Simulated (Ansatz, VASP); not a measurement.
SiC: VASP beside Ansatz

File INCAR:

```
PREC = Accurate ; ENCUT = 600
EDIFF = 1E-6 ; ISMEAR = 0
SIGMA = 0.1 ; LREAL = False
LASPH = True ; NELM = 80
ALGO = Normal ; ISIF = 3
LWAVE = False ; LCHARG = False
GGA = PE ; IBRION = 2
NSW = 90 ; EDIFFG = -0.04
```

File KPOINTS:

```
regular mesh
0
Gamma
  3 3 6
```

Contents of POSCAR:

```
SiC
1.0
    5.9685031704      0.0000000000      0.0000000000
   -2.9842515852      5.1688753681      0.0000000000
    0.0000000000      0.0000000000      3.7392842982
Si C
3 3
Direct
    0.5000000000      0.0000000000      0.5000000000
    0.0000000000      0.5000000000      0.5000000000
    0.5000000000      0.5000000000      0.5000000000
    0.0000000000      0.0000000000      0.5000000000
    0.0000000000      0.0000000000      0.8351820628
    0.0000000000      0.0000000000      0.1648179372
```

Input for Ansatz:

```yaml
crystal:
  lattice:
    - [5.9685031704, 0.0, 0.0]
    - [-2.9842515852, 5.1688753681, 0.0]
    - [0.0, 0.0, 3.7392842982]
  atoms:
    - { symbol: Si, position: [0.5, 0.0, 0.5] }
    - { symbol: Si, position: [0.0, 0.5, 0.5] }
    - { symbol: Si, position: [0.5, 0.5, 0.5] }
    - { symbol: C, position: [0.0, 0.0, 0.5] }
    - { symbol: C, position: [0.0, 0.0, 0.8351820628] }
    - { symbol: C, position: [0.0, 0.0, 0.1648179372] }
basis:
  ecutwfc: 420
kpoints:
  mp_grid: { grid: [3, 3, 6] }
hamiltonian:
  xc: pbe
scf:
  occupations: { method: gaussian, width: 0.1 }
  lower_state_search: "off"
output:
  forces: true
  stress: true
  eigenvalues: true
relax:
  adjacent_minimum: "off"
  f_tol: 0.04
  max_steps: 70
  cell: { stress_tol: 0.4 }
```

Alike in both runs: task relaxation of cell and atoms; functional PBE; k mesh 3 × 3 × 6; occupations gaussian, width 0.1 eV; no spin polarisation.

|  | VASP | Ansatz |
| --- | --- | --- |
| version | VASP 6.6.1 | Ansatz 0.2.0 |
| potentials or method | VASP PAW PBE potentials, release 64 (Si, C), cutoff 600 eV | scalar-relativistic, plane waves, PAW |
| valence electrons in the cell | 24 | 24 |

Ansatz gave:

* gap on the k mesh at the Fermi level, each at its own relaxed structure (eV): none
* relaxed volume (Å³/atom): 16.28
* relaxed cell length with the largest relative difference (Å): 5.384

Task: What did VASP give for the same quantities?

Result: gap on the k mesh at the Fermi level, each at its own relaxed structure (eV): none; relaxed volume (Å³/atom): 16.18; relaxed cell length with the largest relative difference (Å): 5.367.

A gap of «none» marks a metal or a gap that the smearing closes.

The k mesh is coarse, so the values compare programs but aren't converged. Noted on VASP's run: the volume moved by over 15 % at a fixed basis, so the end points are rough.
